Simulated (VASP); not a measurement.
# PtSe2 (P-1) in VASP: single point with PBEsol

Aim: the single point of PtSe2 with PBEsol.

All numbers are computed with VASP 6.6.1; they aren't measurements. Logs are shortened: lines on timing, memory, paths and dates and some standing lists are left out, and cuts for length are marked.

## (1) The cell of the first run

The typed cell holds 3 atoms: a = 3.759 Å, b = 3.759 Å, c = 4.872 Å, α = 91.15°, β = 87.71°, γ = 120.00°.

## (2) Single point, PBEsol (shear of c along a, cell held: +4.0 %, then relaxed in part)

The input, INCAR:

```
ALGO = Fast
EDIFF = 1E-6
ENCUT = 520
GGA = PS
ISIF = 2
ISMEAR = 0
LASPH = True
LCHARG = False
LREAL = False
LWAVE = False
NBANDS = 18
NELM = 60
PREC = Accurate
SIGMA = 0.1
```

The input, KPOINTS:

```
k-points
0
Gamma
  18 18 12
```

The input, POSCAR:

```
PtSe2
1.0
    3.7593610433      0.0000000000      0.0000000000
   -1.8796805217      3.2557021655      0.0000000000
    0.1947422024      0.0000000000      4.8685550597
Pt Se
1 2
Direct
    0.0000000000      0.0000000000      0.0000000000
    0.6782906959      0.3332405098      0.7397804475
    0.3217093041      0.6667594902      0.2602195525
```

Potentials or basis: VASP PAW PBE potentials, release 64 (Pt, Se).

On the command line:

```bash
> cat potpaw_PBE.64/Pt/POTCAR potpaw_PBE.64/Se/POTCAR > POTCAR
> mpirun -np 1 vasp_std > vasp.out
```

OUTCAR:

```text
EDIFF = 1E-6
   ENCUT = 520
   GGA = PS
   ISIF = 2
   ISMEAR = 0
   LASPH = True
   LREAL = False
   NELM = 60
   PREC = Accurate

 ion  position               nearest neighbor table
   1  0.000  0.000  0.000-   2 2.51   3 2.51   2 2.51   3 2.51   2 2.52   3 2.52
   2  0.678  0.333  0.740-   1 2.51   1 2.51   1 2.52
   3  0.322  0.667  0.260-   1 2.51   1 2.51   1 2.52

  LATTYP: Found a base centered monoclinic cell.
 ALAT       =     3.7593610433
 B/A-ratio  =     1.7320508076
 C/A-ratio  =     1.2960841725
 COS(beta)  =    -0.0399680384

  Lattice vectors:

 A1 = (  -1.8796805217,   3.2557021655,   0.0000000000)
 A2 = (  -1.8796805216,  -3.2557021655,   0.0000000000)
 A3 = (   0.1947422024,   0.0000000000,   4.8685550597)

Analysis of symmetry for initial positions (statically):
=====================================================================
 Subroutine PRICEL returns:
 Original cell was already a primitive cell.

 Routine SETGRP: Setting up the symmetry group for a
 base centered monoclinic supercell.

 Subroutine GETGRP returns: Found  2 space group operations
 (whereof  2 operations were pure point group operations)
 out of a pool of  4 trial point group operations.

The static configuration has the point symmetry S_2 .

Analysis of symmetry for dynamics (positions and initial velocities):
=====================================================================
 Subroutine PRICEL returns:
 Original cell was already a primitive cell.

 Routine SETGRP: Setting up the symmetry group for a
 base centered monoclinic supercell.

 Subroutine GETGRP returns: Found  2 space group operations
 (whereof  2 operations were pure point group operations)
 out of a pool of  4 trial point group operations.

The dynamic configuration has the point symmetry S_2 .

 Subroutine INISYM returns: Found  2 space group operations
 (whereof  2 operations are pure point group operations),
 and found     1 'primitive' translations

----------------------------------------------------------------------------------------

                                     Primitive cell

  volume of cell :      59.5880

  direct lattice vectors                    reciprocal lattice vectors
[... 78 lines left out ...]
   NGXF,Y,Z  is equivalent  to a cutoff of  24.76, 24.76, 24.57 a.u.
 SYSTEM =  unknown system
   PREC   = accura    normal or accurate (medium, high low for compatibility)
   ISTART =      0    job   : 0-new  1-cont  2-samecut
   ICHARG =      2    charge: 1-file 2-atom 10-const
   ISPIN  =      1    spin polarized calculation?
   LNONCOLLINEAR =      F non collinear calculations
   LSORBIT =      F    spin-orbit coupling
   LASPH  =      T    aspherical Exc in radial PAW
   ENCUT  =  520.0 eV  38.22 Ry    6.18 a.u.   6.99  6.99  9.06*2*pi/ulx,y,z
   NELM   =     60;   NELMIN=  2; NELMDL= -5     # of ELM steps
   EDIFF  = 0.1E-05   stopping-criterion for ELM
   LREAL  =      F    real-space projection
[... 7 lines left out ...]
   TEBEG  =    0.0;   TEEND  =   0.0 temperature during run
   PSTRESS=    0.0 pullay stress
   NELECT =      22.0000    total number of electrons
   NUPDOWN=      -1.0000    fix difference up-down
   EMIN   =  10.00;   EMAX   =-10.00  energy-range for DOS
   EFERMI =   0.00;   METHOD = LEGACY
   ISMEAR =     0;   SIGMA  =   0.10  broadening in eV -4-tet -1-fermi 0-gaus
   EFERMI_NEDOS =   21; number of points for ismear=-14 and -15
   IALGO  =     68    algorithm
   IMIX   =      4    mixing-type and parameters
     AMIX     =   0.40;   BMIX     =  1.00
     AMIX_MAG =   1.60;   BMIX_MAG =  1.00
  volume/ion in A,a.u.               =      19.86       134.04
  Fermi-wavevector in a.u.,A,eV,Ry     =   1.174436  2.219363 18.766524  1.379301
  Thomas-Fermi vector in A             =   2.310833
   LORBIT       =      0    0 simple, 1 ext, 2 COOP (PROOUT), +10 PAW based schemes
   GGA     = PS    functional components
   LHFCALC =     F    Hartree Fock is set to
   AEXX    =    0.0000 exact exchange contribution
   IVDW    =     0    specifies the selected vdW correction
   LEPSILON=     F    determine dielectric tensor
   LRPA    =     F    only Hartree local field effects (RPA)
 non-spin polarized calculation
 RMM-DIIS sequential band-by-band and
 Gauss-broadening in eV      SIGMA  =   0.10
  energy-cutoff  :      520.00
  volume of cell :       59.59
 maximum number of plane-waves:      1630
   NGX = 13   NGY = 13   NGZ = 19

 number of electron      21.9999997 magnetization

 Free energy of the ion-electron system (eV)
  ---------------------------------------------------
  ext. energy  EPLUGINS =         0.00000000
  ---------------------------------------------------
  free energy    TOTEN  =       -15.89637850 eV

  energy without entropy =      -15.89218302  energy(sigma->0) =      -15.89428076

 E-fermi :   6.5679     XC(G=0): -10.9534

 val. band max:        6.5675582882   @ k =   0.3889  -0.2778   0.2500
 cond. band min:       6.5685122934   @ k =  -0.1111   0.2222   0.0000
 fundamental gap:      0.0009540052
 Fermi energy:         6.5679088214

 k-point     1 :       0.0000    0.0000    0.0000
  band No.  band energies     occupation
      1      -9.1632      2.00000
      2      -6.0844      2.00000
      3      -0.6349      2.00000
      4       0.1829      2.00000
      5       0.2343      2.00000
      6       2.6946      2.00000
[... 481 lines left out ...]
      5       0.4340      2.00000
      6       2.3442      2.00000
[... 10 lines left out ...]
     17      14.5007      0.00000
     18      15.6741      0.00000

 [... further k-points ...]

------------------------ aborting loop because EDIFF is reached ----------------------------------------

  FORCE on cell =-STRESS in cart. coord.  units (eV):
  Direction    XX          YY          ZZ          XY          YZ          ZX
  --------------------------------------------------------------------------------------
  -------------------------------------------------------------------------------------
  Total        0.1642119      0.0948935      0.1522649      0.3097982     -0.0491678     -0.5407779
  in kB        4.4152606      2.5514568      4.0940360      8.3297266     -1.3220039    -14.5402120
  external PRESSURE =       3.6869178 kB  Pullay stress =       0.0000000 kB

 VOLUME and BASIS-vectors are now :
 -----------------------------------------------------------------------------
  energy-cutoff  :      520.00
  volume of cell :       59.59
      direct lattice vectors                 reciprocal lattice vectors
     3.759361043  0.000000000  0.000000000     0.266002650  0.153576702 -0.010640106
    -1.879680522  3.255702165  0.000000000     0.000000000  0.307153403  0.000000000
     0.194742202  0.000000000  4.868555060     0.000000000  0.000000000  0.205399752

 POSITION                                       TOTAL-FORCE (eV/Angst)
 -----------------------------------------------------------------------------------
      0.00000      0.00000      0.00000        -0.000000      0.000000      0.000000
      2.06762      1.08493      3.60166        -0.000922      0.002414     -0.016152
      0.00680      2.17077      1.26689         0.000922     -0.002414      0.016152
 -----------------------------------------------------------------------------------
    total drift:                               -0.000000     -0.000000     -0.000000

  FREE ENERGIE OF THE ION-ELECTRON SYSTEM (eV)
  ---------------------------------------------------
  free  energy   TOTEN  =       -15.8963784997 eV

  energy  without entropy=      -15.8921830192  energy(sigma->0) =      -15.89428076
```

It took 34 min on 1 thread of Oxide Virtual Turin-like, shared host; peak memory 1.9 GiB.

Results:

```
Free energy            : -15.8964 eV
Pressure               : 0.4 GPa
Largest force          : 0.016 eV/Å
Band gap on the k mesh : zero (bands 11 and 12 overlap by 0.89 eV)
```

Forces on the atoms (eV/Å):
```
Pt   0.000  0.000  0.000
Se  -0.001  0.002 -0.016
Se   0.001 -0.002  0.016
```

Caveat: the cell differs from its parent crystal (shear of c along a, cell held: +4.0 %, then relaxed in part); the PAW data sets were made with another functional, which shifts forces and pressure a little; spin-orbit coupling is left out, which moves the levels of the heavy elements.
